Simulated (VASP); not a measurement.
Write the native input for VASP 6.6.1 that does the following.

```
Task                   : single point
Functional             : PBE
Potentials or basis    : VASP PAW PBE potentials, release 64 (Mn_pv, Cu, As)
Cutoff                 : 520 eV
k mesh                 : 4 × 4 × 2
Occupations            : gaussian, width 0.1 eV
Spin                   : collinear spin, antiferromagnetic start
Starting moments       : [3.71, -3.71, 0.0, 0.0, 0.0, 0.0] μB
Dipole correction      : no
Further INCAR settings : ALGO = Normal; EDIFF = 1e-06; NBANDS = 42
```

The structure of MnCuAs (series) lies in POSCAR:

```
MnCuAs
1.0
    3.6994910000      0.0000000000      0.0000000000
    0.0000000000      3.6994910000      0.0000000000
    0.0000000000      0.0000000000      6.4084220000
Mn Cu As
2 2 2
Direct
    0.0000000000      0.5000000000      0.1640200000
    0.5000000000      0.0000000000      0.8359800000
    0.0000000000      0.0000000000      0.5000000000
    0.5000000000      0.5000000000      0.5000000000
    0.0000000000      0.5000000000      0.7762460000
    0.5000000000      0.0000000000      0.2237540000
```

One way to write it, as run:

INCAR

```
ALGO     = Normal         # electronic algorithm
EDIFF    = 1E-6           # SCF threshold, eV
ENCUT    = 520            # plane-wave cutoff, eV
GGA      = PE             # functional
ISIF     = 2              # what is computed and relaxed
ISMEAR   = 0              # smearing method
ISPIN    = 2              # spin polarisation
LASPH    = T              # aspherical terms in the spheres
LCHARG   = F              # write CHGCAR
LMAXMIX  = 4              # l up to which the mixer works
LORBIT   = 11             # projections on sites
LREAL    = F              # projectors in reciprocal space
LWAVE    = F              # write WAVECAR
MAGMOM   = 3.71 -3.71 0 0 0 0 # initial moments
NBANDS   = 42             # bands
NELM     = 150            # most SCF steps
PREC     = Accurate       # precision mode
SIGMA    = 0.1            # smearing width, eV
```

KPOINTS

```
k-points
0
Gamma
  4 4 2
```

Potentials or basis: VASP PAW PBE potentials, release 64 (Mn_pv, Cu, As).

Run with:

```sh
$ cat potpaw_PBE.64/Mn_pv/POTCAR potpaw_PBE.64/Cu/POTCAR potpaw_PBE.64/As/POTCAR > POTCAR
$ mpirun -np 1 vasp_std > vasp.out
```

Results of the run:

```yaml
Pressure: -0.1 GPa
Largest_force: 0.428 eV/Å
Band_gap_on_the_k_mesh: zero (filled and empty bands overlap)
Net_moment: 0.00 μB per cell
Site_moments: Mn +3.47, -3.47; Cu +0.00; As +0.02, -0.02 μB
Valence_electrons_inside_the_program's_atomic_spheres: Mn 11.52; Cu 9.99; As 2.82
```

Caveat: the k points lie up to 0.49 Å⁻¹ apart.

It took 2.3 min on 1 thread of Oxide Virtual Turin-like Processor, on a shared host, peak memory 0.22 GiB.
